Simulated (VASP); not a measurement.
# Bi (Fd-3m) in VASP: a series of runs

Runs on Bi. Level: LDA. Tasks: single point.

Everything below comes from runs of VASP 6.6.1. Logs are shortened: lines on timing, memory, paths and dates and some standing lists are left out, and cuts for length are marked.

### 1 The cell of the first run

Symmetry: Fd-3m, No. 227, cubic system. Conventional cell: a = 7.013 Å, b = 7.013 Å, c = 7.013 Å, α = 90.00°, β = 90.00°, γ = 90.00°. Bi (site symmetry -43m) has 4 Bi at 3.04 Å within 4.0 Å.

This isn't the form of Bi at room conditions, which is rhombohedral.

### 2 Single point, LDA (43.11 Å³/atom)

INCAR

```
PREC = Accurate ; ENCUT = 520
EDIFF = 1E-7 ; ISMEAR = -1
SIGMA = 0.1 ; LREAL = F
LASPH = T ; NELM = 80
ALGO = Normal ; ISIF = 2
LWAVE = F ; LCHARG = T
LELF = T ; LVHAR = T
NBANDS = 22
```

KPOINTS

```
Automatic mesh
0
Gamma
  9 9 9
```

POSCAR

```
Bi
1.0
    0.0000000000      3.5064133853      3.5064133853
    3.5064133853      0.0000000000      3.5064133853
    3.5064133853      3.5064133853      0.0000000000
Bi
2
Direct
    0.1250000000      0.1250000000      0.1250000000
    0.8750000000      0.8750000000      0.8750000000
```

Potentials or basis: VASP PAW LDA potentials, release 64 (Bi_d).

On the command line:

```bash
cat potpaw_LDA.64/Bi_d/POTCAR > POTCAR
mpirun -np 1 vasp_std > vasp.out
```

OUTCAR:

```text
PREC = Accurate
   ENCUT = 520
   EDIFF = 1E-7
   ISMEAR = -1
   LREAL = F
   LASPH = T
   NELM = 80
   ISIF = 2

 ion  position               nearest neighbor table
   1  0.125  0.125  0.125-   2 3.04   2 3.04   2 3.04   2 3.04
   2  0.875  0.875  0.875-   1 3.04   1 3.04   1 3.04   1 3.04

  LATTYP: Found a face centered cubic cell.
 ALAT       =     7.0128267706

  Lattice vectors:

 A1 = (   0.0000000000,   3.5064133853,   3.5064133853)
 A2 = (   3.5064133853,   0.0000000000,   3.5064133853)
 A3 = (   3.5064133853,   3.5064133853,   0.0000000000)

Analysis of symmetry for initial positions (statically):
=====================================================================
 Subroutine PRICEL returns:
 Original cell was already a primitive cell.

 Routine SETGRP: Setting up the symmetry group for a
 face centered cubic supercell.

 Subroutine GETGRP returns: Found 48 space group operations
 (whereof 12 operations were pure point group operations)
 out of a pool of 48 trial point group operations.

The static configuration has the point symmetry D_3d.
 The point group associated with its full space group is O_h .

Analysis of symmetry for dynamics (positions and initial velocities):
=====================================================================
 Subroutine PRICEL returns:
 Original cell was already a primitive cell.

 Routine SETGRP: Setting up the symmetry group for a
 face centered cubic supercell.

 Subroutine GETGRP returns: Found 48 space group operations
 (whereof 12 operations were pure point group operations)
 out of a pool of 48 trial point group operations.

The dynamic configuration has the point symmetry D_3d.
 The point group associated with its full space group is O_h .

 Subroutine INISYM returns: Found 48 space group operations
 (whereof 12 operations are pure point group operations),
 and found     1 'primitive' translations

----------------------------------------------------------------------------------------

                                     Primitive cell

  volume of cell :      86.2222

  direct lattice vectors                    reciprocal lattice vectors
     0.000000000  3.506413385  3.506413385    -0.142595851  0.142595851  0.142595851
     3.506413385  0.000000000  3.506413385     0.142595851 -0.142595851  0.142595851
     3.506413385  3.506413385  0.000000000     0.142595851  0.142595851 -0.142595851

  length of vectors
     4.958817365  4.958817365  4.958817365     0.246983259  0.246983259  0.246983259

  position of ions in fractional coordinates (direct lattice)
     0.125000000  0.125000000  0.125000000
     0.875000000  0.875000000  0.875000000

  ion indices of the primitive-cell ions
   primitive index   ion index
                 1           1
                 2           2

----------------------------------------------------------------------------------------

 KPOINTS: Automatic mesh

Automatic generation of k-mesh.
 Grid dimensions read from file:
 generate k-points for:    9    9    9

 Generating k-lattice:

  Cartesian coordinates                     Fractional coordinates (reciprocal lattice)
    -0.015843983  0.015843983  0.015843983     0.111111111  0.000000000  0.000000000
     0.015843983 -0.015843983  0.015843983     0.000000000  0.111111111  0.000000000
     0.015843983  0.015843983 -0.015843983     0.000000000  0.000000000  0.111111111

  Length of vectors
     0.027442584  0.027442584  0.027442584

  Shift w.r.t. Gamma in fractional coordinates (k-lattice)
     0.000000000  0.000000000  0.000000000

 Subroutine IBZKPT returns following result:
 ===========================================

 Found     35 irreducible k-points:

 Following reciprocal coordinates:
            Coordinates               Weight
  0.000000  0.000000  0.000000      1.000000
  0.111111  0.000000  0.000000      8.000000
  0.222222  0.000000  0.000000      8.000000
  0.333333  0.000000  0.000000      8.000000
  0.444444  0.000000  0.000000      8.000000
  0.111111  0.111111  0.000000      6.000000
[... 16 lines left out ...]
 -0.333333  0.333333  0.000000     12.000000
  0.444444  0.444444  0.000000      6.000000
 [... further k-points ...]
   k-points           NKPTS =     35   k-points in BZ     NKDIM =     35   number of bands    NBANDS=     22
   number of dos      NEDOS =    301   number of ions     NIONS =      2
   total plane-waves  NPLWV =  64000
   dimension x,y,z NGX =    40 NGY =   40 NGZ =   40
   dimension x,y,z NGXF=    80 NGYF=   80 NGZF=   80
   ions per type =               2
   NGX,Y,Z   is equivalent  to a cutoff of  13.41, 13.41, 13.41 a.u.
   NGXF,Y,Z  is equivalent  to a cutoff of  26.82, 26.82, 26.82 a.u.
 SYSTEM =  unknown system
   PREC   = accura    normal or accurate (medium, high low for compatibility)
   ISTART =      0    job   : 0-new  1-cont  2-samecut
   ICHARG =      2    charge: 1-file 2-atom 10-const
   ISPIN  =      1    spin polarized calculation?
   LNONCOLLINEAR =      F non collinear calculations
   LSORBIT =      F    spin-orbit coupling
   LASPH  =      T    aspherical Exc in radial PAW
   ENCUT  =  520.0 eV  38.22 Ry    6.18 a.u.   9.22  9.22  9.22*2*pi/ulx,y,z
   NELM   =     80;   NELMIN=  2; NELMDL= -5     # of ELM steps
   EDIFF  = 0.1E-06   stopping-criterion for ELM
   LREAL  =      F    real-space projection
   EDIFFG = 0.1E-05   stopping-criterion for IOM
   NSW    =      0    number of steps for IOM
   IBRION =     -1    ionic relax: 0-MD 1-quasi-New 2-CG
   NFREE  =      0    steps in history (QN), initial steepest desc. (CG)
   ISIF   =      2    stress and relaxation
   ISYM   =      2    0-nonsym 1-usesym 2-fastsym
   POTIM  = 0.5000    time-step for ionic-motion
   TEBEG  =    0.0;   TEEND  =   0.0 temperature during run
   PSTRESS=    0.0 pullay stress
   NELECT =      30.0000    total number of electrons
   NUPDOWN=      -1.0000    fix difference up-down
   EMIN   =  10.00;   EMAX   =-10.00  energy-range for DOS
   EFERMI =   0.00;   METHOD = LEGACY
   ISMEAR =    -1;   SIGMA  =   0.10  broadening in eV -4-tet -1-fermi 0-gaus
   EFERMI_NEDOS =   21; number of points for ismear=-14 and -15
   IALGO  =     38    algorithm
   IMIX   =      4    mixing-type and parameters
     AMIX     =   0.40;   BMIX     =  1.00
     AMIX_MAG =   1.60;   BMIX_MAG =  1.00
  volume/ion in A,a.u.               =      43.11       290.93
  Fermi-wavevector in a.u.,A,eV,Ry     =   1.151442  2.175910 18.038864  1.325819
  Thomas-Fermi vector in A             =   2.288100
   LORBIT       =      0    0 simple, 1 ext, 2 COOP (PROOUT), +10 PAW based schemes
   GGA     = CA    functional components
   LHFCALC =     F    Hartree Fock is set to
   AEXX    =    0.0000 exact exchange contribution
   IVDW    =     0    specifies the selected vdW correction
   LEPSILON=     F    determine dielectric tensor
   LRPA    =     F    only Hartree local field effects (RPA)
 non-spin polarized calculation
  energy-cutoff  :      520.00
  volume of cell :       86.22
 maximum number of plane-waves:      2334
 NGX is ok and might be reduce to    40
   NGX = 19   NGY = 19   NGZ = 19

 number of electron      30.0000001 magnetization

 Free energy of the ion-electron system (eV)
  ---------------------------------------------------
  ext. energy  EPLUGINS =         0.00000000
  ---------------------------------------------------
  free energy    TOTEN  =        -8.53058897 eV

  energy without entropy =       -8.48912731  energy(sigma->0) =       -8.50985814

 E-fermi :   4.2358     XC(G=0):  -8.6835

 val. band max:        4.2175293567   @ k =  -0.4444   0.4444   0.0000
 cond. band min:       4.2426506894   @ k =  -0.4444   0.4444   0.1111
 fundamental gap:      0.0251213328
 Fermi energy:         4.2357846713

 k-point     1 :       0.0000    0.0000    0.0000
  band No.  band energies     occupation
      1     -18.5942      2.00000
      2     -18.5942      2.00000
      3     -18.5942      2.00000
      4     -18.5361      2.00000
      5     -18.5361      2.00000
      6     -18.3050      2.00000
[... 14 lines left out ...]
     21      11.4375      0.00000
     22      11.6301      0.00000

 k-point     2 :       0.1111    0.0000    0.0000
  band No.  band energies     occupation
      1     -18.6001      2.00000
      2     -18.6001      2.00000
      3     -18.5917      2.00000
      4     -18.5279      2.00000
      5     -18.5279      2.00000
      6     -18.3201      2.00000
[... 14 lines left out ...]
     21      10.7568      0.00000
     22      11.2492      0.00000

 k-point     3 :       0.2222    0.0000    0.0000
  band No.  band energies     occupation
      1     -18.6103      2.00000
      2     -18.6103      2.00000
      3     -18.5851      2.00000
      4     -18.5119      2.00000
      5     -18.5119      2.00000
      6     -18.3368      2.00000
[... 14 lines left out ...]
     21      10.4391      0.00000
     22      11.0478      0.00000

 k-point     4 :       0.3333    0.0000    0.0000
  band No.  band energies     occupation
      1     -18.6180      2.00000
      2     -18.6180      2.00000
      3     -18.5771      2.00000
      4     -18.4983      2.00000
      5     -18.4983      2.00000
      6     -18.3489      2.00000
[... 14 lines left out ...]
     21      10.6751      0.00000
     22      11.6904      0.00000

 k-point     5 :       0.4444    0.0000    0.0000
  band No.  band energies     occupation
      1     -18.6217      2.00000
      2     -18.6217      2.00000
      3     -18.5715      2.00000
      4     -18.4913      2.00000
      5     -18.4913      2.00000
      6     -18.3547      2.00000
[... 14 lines left out ...]
     21      11.3157      0.00000
     22      11.3157      0.00000

 k-point     6 :       0.1111    0.1111    0.0000
  band No.  band energies     occupation
      1     -18.5997      2.00000
      2     -18.5997      2.00000
      3     -18.5962      2.00000
      4     -18.5291      2.00000
      5     -18.5196      2.00000
      6     -18.3373      2.00000
[... 14 lines left out ...]
     21      11.5490      0.00000
     22      11.8994      0.00000

 k-point     7 :       0.2222    0.1111    0.0000
  band No.  band energies     occupation
      1     -18.6114      2.00000
      2     -18.6077      2.00000
      3     -18.5885      2.00000
      4     -18.5172      2.00000
      5     -18.5021      2.00000
      6     -18.3576      2.00000
[... 324 lines left out ...]
      6     -18.4335      2.00000
[... 14 lines left out ...]
     21      12.4477      0.00000
     22      13.8055      0.00000

 k-point    21 :       0.4444    0.3333    0.0000
  band No.  band energies     occupation
      1     -18.6361      2.00000
      2     -18.6308      2.00000
      3     -18.5509      2.00000
      4     -18.4606      2.00000
      5     -18.4596      2.00000
      6     -18.4142      2.00000
[... 14 lines left out ...]
     21      12.6032      0.00000
     22      13.2994      0.00000

 k-point    22 :      -0.4444    0.3333    0.0000
  band No.  band energies     occupation
      1     -18.6470      2.00000
      2     -18.6336      2.00000
      3     -18.5258      2.00000
      4     -18.4588      2.00000
      5     -18.4425      2.00000
      6     -18.4156      2.00000
[... 14 lines left out ...]
     21      11.6668      0.00000
     22      13.2772      0.00000

 k-point    23 :      -0.3333    0.3333    0.0000
  band No.  band energies     occupation
      1     -18.6502      2.00000
      2     -18.6334      2.00000
      3     -18.5219      2.00000
      4     -18.4467      2.00000
      5     -18.4410      2.00000
      6     -18.4239      2.00000
[... 14 lines left out ...]
     21      12.2423      0.00000
     22      13.0768      0.00000

 k-point    24 :       0.4444    0.4444    0.0000
  band No.  band energies     occupation
      1     -18.6340      2.00000
      2     -18.6340      2.00000
      3     -18.5398      2.00000
      4     -18.4937      2.00000
      5     -18.4399      2.00000
      6     -18.3998      2.00000
[... 14 lines left out ...]
     21      13.2458      0.00000
     22      13.3445      0.00000

 [... further k-points ...]

------------------------ aborting loop because EDIFF is reached ----------------------------------------

  FORCE on cell =-STRESS in cart. coord.  units (eV):
  Direction    XX          YY          ZZ          XY          YZ          ZX
  --------------------------------------------------------------------------------------
  -------------------------------------------------------------------------------------
  Total        0.8244540      0.8244540      0.8244540     -0.0000000      0.0000000      0.0000000
  in kB       15.3199606     15.3199606     15.3199606     -0.0000000      0.0000000      0.0000000
  external PRESSURE =      15.3199606 kB  Pullay stress =       0.0000000 kB

 VOLUME and BASIS-vectors are now :
 -----------------------------------------------------------------------------
  energy-cutoff  :      520.00
  volume of cell :       86.22
      direct lattice vectors                 reciprocal lattice vectors
     0.000000000  3.506413385  3.506413385    -0.142595851  0.142595851  0.142595851
     3.506413385  0.000000000  3.506413385     0.142595851 -0.142595851  0.142595851
     3.506413385  3.506413385  0.000000000     0.142595851  0.142595851 -0.142595851

 POSITION                                       TOTAL-FORCE (eV/Angst)
 -----------------------------------------------------------------------------------
      0.87660      0.87660      0.87660         0.000000      0.000000      0.000000
      6.13622      6.13622      6.13622        -0.000000     -0.000000     -0.000000
 -----------------------------------------------------------------------------------
    total drift:                                0.000000      0.000000     -0.000000

  FREE ENERGIE OF THE ION-ELECTRON SYSTEM (eV)
  ---------------------------------------------------
  free  energy   TOTEN  =        -8.5305889661 eV

  energy  without entropy=       -8.4891273093  energy(sigma->0) =       -8.50985814
```

Run time: 3 min. Hardware: 1 thread of Intel Xeon 8259CL, shared host; peak memory 0.18 GiB.

Results:

| Quantity | Value |
| --- | --- |
| Free energy | -8.5306 eV |
| Pressure | 1.5 GPa |
| Band gap on the k mesh | zero (bands 15 and 16 overlap by 0.79 eV) |

Caveat: spin-orbit coupling is left out, which moves the levels of the heavy elements.

(Continued in part 2 of 2.)

The gap in the log of VASP goes by the Fermi energy; the results here count the filled bands.